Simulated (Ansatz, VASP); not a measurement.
WS2 in VASP and in Ansatz

```
S W
1.0
     3.18352    0.00000    0.00000
    -1.59176    2.75701    0.00000
     0.00000    0.00000   38.06950
S W
4 2
Direct
  0.66667 0.33333 0.23626
  0.66667 0.33333 0.31861
  0.66667 0.33333 0.68139
  0.66667 0.33333 0.76374
  0.33333 0.66667 0.27743
  0.33333 0.66667 0.72257
```

Alike in both runs: functional PBE; dispersion D3(BJ); k mesh 9 × 9 × 1; occupations gaussian, width 0.05 eV; no spin polarisation.

Ansatz relaxed the structure, and its values are those at the end. VASP's run is a single point on that final structure, the one shown.

|  | VASP | Ansatz |
| --- | --- | --- |
| version | VASP 6.6.1 | Ansatz 0.2.0 |
| potentials or method | VASP PAW PBE potentials, release 64 (S, W_sv), cutoff 400 eV | scalar-relativistic, plane waves, PAW |
| valence electrons in the cell | 52 | 52 |

VASP gave:

| Quantity | Value |
| --- | --- |
| gap on the k mesh at the Fermi level (eV) | 1.82 |

**Question.** What did Ansatz give for the same quantities?

**Answer.** gap on the k mesh at the Fermi level (eV): 1.81.

Spin-orbit coupling is off throughout.
